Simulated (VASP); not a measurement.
A run of VASP 6.6.1:

File INCAR:

```
SYSTEM = Ni
ALGO = Normal
EDIFF = 1E-6
ENCUT = 520
GGA = PE
ISIF = 2
ISMEAR = -1
ISPIN = 2
LASPH = .True.
LCHARG = .False.
LMAXMIX = 4
LORBIT = 11
LREAL = .False.
LWAVE = .False.
MAGMOM = 1
NBANDS = 15
NELM = 150
PREC = Accurate
SIGMA = 0.1
```

KPOINTS

```
k-points
0
Gamma
  18 18 18
  0 0 0
```

POSCAR

```
Ni
1.0
    2.2924703412      0.0000000000      0.0000000000
    0.0000000000      2.2924703412      0.0000000000
    0.0000000000      0.0000000000      2.2924703412
Ni
1
Direct
    0.0000000000      0.0000000000      0.0000000000
```

Potentials or basis: VASP PAW PBE potentials, release 64 (Ni).

The run is started by

```bash
$ cat potpaw_PBE.64/Ni/POTCAR > POTCAR
$ mpirun -np 1 vasp_std > vasp.out
```

Hardware: 1 thread of Intel(R) Xeon(R) 6975P-C (Granite Rapids), with other jobs on the host.

Q: Estimate the wall time of this run.

A: Run time: 27 s on 1 thread of Intel(R) Xeon(R) 6975P-C (Granite Rapids) (shared host), peak memory 0.16 GiB. Counts: scf iterations 13, k points 220.
